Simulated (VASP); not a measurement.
# BiS (Fm-3m) in VASP: vibrations by perturbation theory with PBEsol

Aim: the vibrations by perturbation theory of BiS with PBEsol.

All numbers are computed with VASP 6.6.1; they aren't measurements. Logs are shortened: lines on timing, memory, paths and dates and some standing lists are left out, and cuts for length are marked.

## Step 1: The cell of the first run

The structure is cubic, space group Fm-3m (No. 225). Conventional cell: a = 5.856 Å, b = 5.856 Å, c = 5.856 Å, α = 90.00°, β = 90.00°, γ = 90.00°. Bi (site symmetry m-3m) has 6 S at 2.93 Å within 3.9 Å. Within 3.9 Å of S (site symmetry m-3m) lie 6 Bi at 2.93 Å.

## Step 2: Vibrations by perturbation theory, PBEsol (phonons by finite displacements)

Input file INCAR:

```
  PREC = Accurate
  ENCUT = 520
  EDIFF = 1E-8
  ISMEAR = 0
  SIGMA = 0.15
  LREAL = False
  LASPH = True
  NELM = 80
  ALGO = Normal
  ISIF = 2
  LWAVE = False
  LCHARG = False
  GGA = PS
  IBRION = 8
  NSW = 1
```

Input file KPOINTS:

```
Automatic mesh
0
Gamma
  10 10 10
```

Input file POSCAR:

```
BiS
1.0
    0.0000000000      2.9282461550      2.9282461550
    2.9282461550      0.0000000000      2.9282461550
    2.9282461550      2.9282461550      0.0000000000
Bi S
1 1
Direct
    0.5000000000      0.5000000000      0.5000000000
    0.0000000000      0.0000000000      0.0000000000
```

Potentials or basis: VASP PAW PBE potentials, release 64 (Bi_d, S).

The run is started by

```sh
cat potpaw_PBE.64/Bi_d/POTCAR potpaw_PBE.64/S/POTCAR > POTCAR
mpirun -np 1 vasp_std > vasp.out
```

OUTCAR:

```text
PREC = Accurate
   ENCUT = 520
   EDIFF = 1E-8
   ISMEAR = 0
   LREAL = False
   LASPH = True
   NELM = 80
   ISIF = 2
   GGA = PS
   IBRION = 8
   NSW = 1

 ion  position               nearest neighbor table
   1  0.500  0.500  0.500-   2 2.93   2 2.93   2 2.93   2 2.93   2 2.93   2 2.93
   2  0.000  0.000  0.000-   1 2.93   1 2.93   1 2.93   1 2.93   1 2.93   1 2.93

  LATTYP: Found a face centered cubic cell.
 ALAT       =     5.8564923100

  Lattice vectors:

 A1 = (   0.0000000000,   2.9282461550,   2.9282461550)
 A2 = (   2.9282461550,   0.0000000000,   2.9282461550)
 A3 = (   2.9282461550,   2.9282461550,   0.0000000000)

Analysis of symmetry for initial positions (statically):
=====================================================================
 Subroutine PRICEL returns:
 Original cell was already a primitive cell.

 Routine SETGRP: Setting up the symmetry group for a
 face centered cubic supercell.

 Subroutine GETGRP returns: Found 48 space group operations
 (whereof 48 operations were pure point group operations)
 out of a pool of 48 trial point group operations.

The static configuration has the point symmetry O_h .

Analysis of symmetry for dynamics (positions and initial velocities):
=====================================================================
 Subroutine PRICEL returns:
 Original cell was already a primitive cell.

 Routine SETGRP: Setting up the symmetry group for a
 face centered cubic supercell.

 Subroutine GETGRP returns: Found 48 space group operations
 (whereof 48 operations were pure point group operations)
 out of a pool of 48 trial point group operations.

The dynamic configuration has the point symmetry O_h .

 Subroutine INISYM returns: Found 48 space group operations
 (whereof 48 operations are pure point group operations),
 and found     1 'primitive' translations

[... 568 lines left out ...]
  in kB        0.3195186      0.3195186      0.3195186      0.0000000      0.0000000     -0.0000000
  external PRESSURE =       0.3195186 kB  Pullay stress =       0.0000000 kB

 VOLUME and BASIS-vectors are now :
 -----------------------------------------------------------------------------
  energy-cutoff  :      520.00
  volume of cell :       50.22
      direct lattice vectors                 reciprocal lattice vectors
     0.000000000  2.928246155  2.928246155    -0.170750672  0.170750672  0.170750672
     2.928246155  0.000000000  2.928246155     0.170750672 -0.170750672  0.170750672
     2.928246155  2.928246155  0.000000000     0.170750672  0.170750672 -0.170750672

 POSITION                                       TOTAL-FORCE (eV/Angst)
 -----------------------------------------------------------------------------------
      2.92825      2.92825      2.92825         0.000000     -0.000000      0.000000
      0.00000      0.00000      0.00000        -0.000000      0.000000     -0.000000
 -----------------------------------------------------------------------------------
    total drift:                               -0.000000     -0.000000      0.000000

  FREE ENERGIE OF THE ION-ELECTRON SYSTEM (eV)
  ---------------------------------------------------
  free  energy   TOTEN  =        -8.9429242162 eV

  energy  without entropy=       -8.9266883249  energy(sigma->0) =       -8.93480627

[... ionic steps 2 to 3 ...]

--------------------------------------- Ionic step        4  -------------------------------------------

------------------------ aborting loop because EDIFF is reached ----------------------------------------

[... ionic steps 5 to 6 ...]

--------------------------------------- Ionic step        7  -------------------------------------------

 Free energy of the ion-electron system (eV)
  ---------------------------------------------------
  ---------------------------------------------------
  free energy    TOTEN  =        -0.10458240 eV

  energy without entropy =       -0.10458240

------------------------ aborting loop because EDIFF is reached ----------------------------------------

 INTERNAL STRAIN TENSOR  FOR ION    2  DIRECTION 1   (eV/Angst):
 -----------------------------------------------------------------------------
     0.03448 -0.00000  0.00000
    -0.00000 -0.00878  0.00000
     0.00000  0.00000 -0.00878

 INTERNAL STRAIN TENSOR FOR ION    2 for displacements in x,y,z  (eV/Angst):
          X           Y           Z          XY          YZ          ZX
  --------------------------------------------------------------------------------
  x     0.00000     0.00000     0.00000     0.00000     0.00000     0.00000
  y     0.00000     0.00000     0.00000     0.00000     0.00000     0.00000
  z     0.00000     0.00000     0.00000     0.00000     0.00000     0.00000

 SECOND DERIVATIVES (NOT SYMMETRIZED)
 ------------------------------------
               1X          1Y          1Z          2X          2Y          2Z
  1X    -2.229529    0.000000    0.000000    2.229529    0.000000    0.000000
  1Y     0.000000   -2.229529    0.000000    0.000000    2.229529    0.000000
  1Z     0.000000    0.000000   -2.229529    0.000000    0.000000    2.229529
  2X     2.245824    0.000000    0.000000   -2.245824    0.000000    0.000000
  2Y     0.000000    2.245824    0.000000    0.000000   -2.245824    0.000000
  2Z     0.000000    0.000000    2.245824    0.000000    0.000000   -2.245824

 Eigenvectors and eigenvalues of the dynamical matrix
 ----------------------------------------------------

   1 f  =    4.441242 THz    27.905146 2PiTHz  148.143883 cm-1    18.367492 meV
             X         Y         Z           dx          dy          dz
      2.928246  2.928246  2.928246     0.257091    0.257091   -0.000000
      0.000000  0.000000  0.000000    -0.658714   -0.658714   -0.000000
[... 21 lines left out ...]
   6 f/i=    0.005477 THz     0.034413 2PiTHz    0.182693 cm-1     0.022651 meV
             X         Y         Z           dx          dy          dz
      2.928246  2.928246  2.928246    -0.255013   -0.852370   -0.276118
      0.000000  0.000000  0.000000    -0.099530   -0.332674   -0.107767

--------------------------------------------------------------------------------------------------------

 ELASTIC MODULI CONTR FROM IONIC RELAXATION (kBar)
 Direction    XX          YY          ZZ          XY          YZ          ZX
 --------------------------------------------------------------------------------
 XX           0.0000      0.0000      0.0000      0.0000      0.0000      0.0000
 YY           0.0000      0.0000      0.0000      0.0000      0.0000      0.0000
 ZZ           0.0000      0.0000      0.0000      0.0000      0.0000      0.0000
 XY           0.0000      0.0000      0.0000      0.0000      0.0000      0.0000
 YZ           0.0000      0.0000      0.0000      0.0000      0.0000      0.0000
 ZX           0.0000      0.0000      0.0000      0.0000      0.0000      0.0000
 --------------------------------------------------------------------------------
```

It took 5.2 min on 1 thread of AMD EPYC 7R13, shared host; peak memory 0.3 GiB.

What came out:

```
Highest phonon frequency at Γ, LO-TO splitting left out : 148 cm⁻¹
```

Phonon frequencies in cm⁻¹ (negative: imaginary):
```csv
q point,frequencies
"(0.000, 0.000, 0.000)",0 0 0 148 148 148
```

Caveat: the cell differs from its parent crystal (phonons by finite displacements); the PAW data sets were made with another functional, which shifts forces and pressure a little; spin-orbit coupling is left out, which moves the levels of the heavy elements.
